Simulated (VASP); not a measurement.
Crystal: P.

```
P
1.0
     3.45993    0.00000    0.00000
    -1.72996    2.99638    0.00000
     0.00000    0.00000    6.47357
P
3
Direct
  0.33333 0.66667 0.53973
  0.00000 0.00000 0.65815
  0.00000 0.00000 0.22623
```

The cell was generated, and may not be a known phase.

- Program: VASP 6.6.1
- Task: relaxation of cell and atoms
- Functional: PBE
- Potentials or basis: VASP PAW PBE potentials, release 64 (P)
- Cutoff: 600 eV
- k mesh: 6 × 6 × 4
- Occupations: gaussian, width 0.1 eV
- Spin: no spin polarisation

At the start: pressure 2.3 GPa; volume 22.37 Å³/atom.

**Question.** Where does the relaxation end?

**Answer.** Over 27 steps the energy falls by 657.2 meV/atom and the volume is 17.10 Å³/atom (-23.5 %); space group P3m1 (No. 156, to 0.1 Å) before, P-6m2 (No. 187, to 0.1 Å).

The path:
| step | energy change (eV) | largest force (eV/Å) | pressure (GPa) | volume (Å³) |
| --- | --- | --- | --- | --- |
| 1 | 0.0000 | 2.9560 | 2.33 | 67.11 |
| 2 | -0.5635 | 1.5926 | -4.90 | 70.27 |
| 3 | -0.6505 | 0.9628 | -7.59 | 71.82 |
| 4 | -1.2089 | 0.5906 | -5.39 | 63.30 |
| 5 | -1.4138 | 1.0080 | -0.33 | 57.13 |
| 6 | -1.4158 | 1.1677 | 0.47 | 56.44 |
| 7 | -1.5290 | 1.1898 | 0.67 | 54.71 |
| 8 | -1.6904 | 1.6383 | 7.02 | 49.50 |
| 9 | -1.7143 | 0.9710 | 8.21 | 49.59 |
| 10 | -1.7165 | 0.9756 | 7.84 | 49.57 |
| 11 | -1.7820 | 0.8569 | 5.95 | 50.37 |
| 12 | -1.8980 | 0.4572 | 1.36 | 52.79 |
| 13 | -1.8161 | 0.7249 | -5.56 | 57.80 |
| 14 | -1.9131 | 0.5981 | -0.81 | 54.25 |
| 15 | -1.9132 | 0.5867 | -0.69 | 54.15 |
| 16 | -1.9246 | 0.4971 | -0.64 | 54.03 |
| 17 | -1.9466 | 0.2224 | -1.15 | 53.63 |
| 18 | -1.9483 | 0.3043 | -1.43 | 53.48 |
| 19 | -1.9559 | 0.3044 | -0.93 | 52.80 |
| 20 | -1.9650 | 0.2442 | 1.18 | 50.81 |
| 21 | -1.9686 | 0.1220 | 1.09 | 50.53 |
| 22 | -1.9687 | 0.0996 | 1.07 | 50.48 |
| 23 | -1.9707 | 0.0787 | 0.43 | 50.90 |
| 24 | -1.9712 | 0.0625 | -0.09 | 51.24 |
| 25 | -1.9715 | 0.0452 | -0.03 | 51.28 |
| 26 | -1.9716 | 0.0425 | 0.00 | 51.30 |
| 27 | -1.9717 | 0.0376 | 0.00 | 51.31 |

Final structure:
```cif
data_structure
_symmetry_space_group_name_H-M 'P 1'
_symmetry_Int_Tables_number 1
_cell_length_a 3.3802
_cell_length_b 3.3802
_cell_length_c 5.1859
_cell_angle_alpha 90.000
_cell_angle_beta 90.000
_cell_angle_gamma 120.000
_cell_volume 51.31
loop_
_atom_site_label
_atom_site_type_symbol
_atom_site_fract_x
_atom_site_fract_y
_atom_site_fract_z
_atom_site_occupancy
P1 P 0.33333 0.66667 0.47260 1
P2 P 0.00000 0.00000 0.76728 1
P3 P 0.00000 0.00000 0.18422 1
```

Caveat: the volume moved by over 15 % at a fixed basis, so the end points are rough.
